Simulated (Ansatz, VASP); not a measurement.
**One calculation of Si, two programs**

INCAR

```
ALGO     = Normal         # electronic algorithm
EDIFF    = 1E-6           # SCF threshold, eV
ENCUT    = 500            # plane-wave cutoff, eV
GGA      = PE             # functional
GGA_COMPAT= F            
ISIF     = 2              # what is computed and relaxed
ISMEAR   = 0              # smearing method
LASPH    = T              # aspherical terms in the spheres
LCHARG   = T              # write CHGCAR
LELF     = T              # ELF
LREAL    = F              # projectors in reciprocal space
LVHAR    = T            
LWAVE    = F              # write WAVECAR
NBANDS   = 11             # bands
NELM     = 120            # most SCF steps
PREC     = Accurate       # precision mode
SIGMA    = 0.02           # smearing width, eV
```

File KPOINTS:

```
k-points
0
Gamma
  12 12 12
```

POSCAR

```
Si
1.0
    0.0000000000      2.7351117756      2.7351117756
    2.7351117756      0.0000000000      2.7351117756
    2.7351117756      2.7351117756      0.0000000000
Si
2
Direct
    0.7500000000      0.7500000000      0.7500000000
    0.5000000000      0.5000000000      0.5000000000
```

Input for Ansatz:

```yaml
crystal:
  lattice:
    - [0.0, 2.7351117756, 2.7351117756]
    - [2.7351117756, 0.0, 2.7351117756]
    - [2.7351117756, 2.7351117756, 0.0]
  atoms:
    - { symbol: Si, position: [0.75, 0.75, 0.75] }
    - { symbol: Si, position: [0.5, 0.5, 0.5] }
basis:
  ecutwfc: 420
kpoints:
  mp_grid: { grid: [12, 12, 12] }
  band_path:
    path:
      - [[0.0, 0.0, 0.0], [0.5, 0.0, 0.5], [0.625, 0.25, 0.625]]
      - [[0.375, 0.375, 0.75], [0.0, 0.0, 0.0], [0.5, 0.5, 0.5], [0.5, 0.25, 0.75], [0.5, 0.0, 0.5]]
    npoints: 10
hamiltonian:
  xc: pbe
  pseudopotentials: { kind: paw }
scf:
  occupations: { method: gaussian, width: 0.02 }
  n_extra_bands: 7
output:
  forces: true
  stress: true
  eigenvalues: true
```

Alike in both runs: task single point; functional PBE; k mesh 12 × 12 × 12; occupations gaussian, width 0.02 eV; no spin polarisation.

|  | VASP | Ansatz |
| --- | --- | --- |
| version | VASP 6.6.1 | Ansatz 0.2.0 |
| potentials or method | VASP PAW PBE potentials, release 64 (Si), cutoff 500 eV | scalar-relativistic, plane waves, PAW |
| valence electrons in the cell | 8 | 8 |

VASP gave:

| Item | Value |
| --- | --- |
| gap on the k mesh at the Fermi level (eV) | 0.61 |
| least direct gap on the mesh (eV) | 2.56 |
| pressure (GPa) | -0.1 |

Task: Estimate Ansatz's values.

Result: gap on the k mesh at the Fermi level (eV): 0.61; least direct gap on the mesh (eV): 2.55; pressure (GPa): 0.0.
